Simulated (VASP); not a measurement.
# BN: relaxation of cell and atoms with PBEsol

The system is BN.

```
B N
1.0
     0.00000    3.49532    2.16609
     1.25163    0.00000    2.16609
     1.25163    3.49532    0.00000
B N
1 1
Direct
  0.00005 0.00005 0.99995
  0.66667 0.66667 0.33333
```

```
Program                : VASP 6.6.1
Task                   : relaxation of cell and atoms
Functional             : PBEsol
Potentials or basis    : VASP PAW PBE potentials, release 64 (B, N)
Cutoff                 : 600 eV
k mesh                 : 10 × 10 × 10
Occupations            : gaussian, width 0.01 eV
Spin                   : no spin polarisation
Target pressure        : 8 GPa
Dipole correction      : no
Further INCAR settings : ALGO = Normal; EDIFF = 1e-06; IBRION = 2; EDIFFG = -0.01; NSW = 80; ISIF = 3
```

| Item | Value |
| --- | --- |
| Relaxed volume | 7.87 Å³/atom |
| Relaxed cell | a = 3.639 Å, b = 2.486 Å, c = 3.189 Å, α = 78.69°, β = 42.06°, γ = 59.25° |
| Space group after relaxing (to 0.05 Å) | Fmm2 (No. 42) |
| Energy change on relaxing (the enthalpy is what falls) | +26.4 meV/atom |
| Ionic steps | 14 |
| Pressure after relaxing | 8.0 GPa |
| Largest force after relaxing | 0.004 eV/Å |
| Band gap on the k mesh | 2.55 eV, indirect (least direct gap 4.51 eV) |

Forces in eV/Å, atoms in the order of the input:
```
B    0.000  0.000  0.004
N    0.000  0.000 -0.004
```

Stress tensor (GPa, compression positive):
```
8.02 0.00 0.00
0.00 7.86 0.00
0.00 0.00 8.10
```

The path:
| step | energy change (eV) | largest force (eV/Å) | pressure (GPa) | volume (Å³) |
| --- | --- | --- | --- | --- |
| 1 | 0.0000 | 0.0130 | 0.68 | 18.95 |
| 2 | 0.0561 | 0.0466 | 16.29 | 17.79 |
| 3 | 0.0162 | 0.0155 | 8.38 | 18.34 |
| 4 | 0.0159 | 0.0257 | 8.40 | 17.77 |
| 5 | 0.0417 | 0.1558 | 9.46 | 16.06 |
| 6 | 0.0746 | 0.2119 | 10.67 | 15.37 |
| 7 | 0.0574 | 0.1862 | 10.04 | 15.68 |
| 8 | 0.0608 | 0.9476 | 0.65 | 16.03 |
| 9 | 0.0532 | 0.0478 | 8.28 | 15.74 |
| 10 | 0.0533 | 0.0436 | 8.29 | 15.74 |
| 11 | 0.0509 | 0.1792 | 6.28 | 15.81 |
| 12 | 0.0525 | 0.0065 | 7.84 | 15.76 |
| 13 | 0.0533 | 0.0011 | 8.13 | 15.74 |
| 14 | 0.0529 | 0.0040 | 7.99 | 15.75 |

Final structure:
```yaml
crystal:
  lattice:
    - [0.00000, 2.93554, 2.15073]
    - [1.24710, 0.00000, 2.15073]
    - [1.24710, 2.93554, 0.00000]
  atoms:
    - { symbol: B, position: [0.00029, 0.00029, 0.99971] }
    - { symbol: N, position: [0.66642, 0.66642, 0.33358] }
```

Levels at points of the mesh, in eV from the valence-band top:
```csv
k point,band 1,band 2,band 3,band 4,band 5,band 6,band 7,band 8
"(0.00, 0.00, 0.00)",-18.65,-3.88,-1.81,-1.79,5.46,11.09,11.34,12.98
"(0.50, 0.00, 0.00)",-15.13,-9.57,-4.67,-1.52,3.99,9.60,13.85,17.49
"(0.50, 0.50, 0.00)",-15.30,-9.86,-4.65,-0.23,6.41,9.18,12.36,14.74
"(0.50, 0.00, 0.50)",-17.93,-7.60,-1.92,-1.77,10.92,10.93,11.16,12.70
"(0.00, 0.50, 0.50)",-14.88,-9.20,-4.84,-2.65,2.55,9.24,15.51,20.00
```

It took 9.6 min on 1 thread of AMD EPYC 7R13, on a shared host, peak memory 0.14 GiB.

Caveat: the cell is relaxed towards a set pressure, so the enthalpy falls and the energy may rise; the volume moved by over 15 % at a fixed basis, so the end points are rough; the PAW data sets were made with another functional, which shifts forces and pressure a little. A k mesh can miss the band edges.
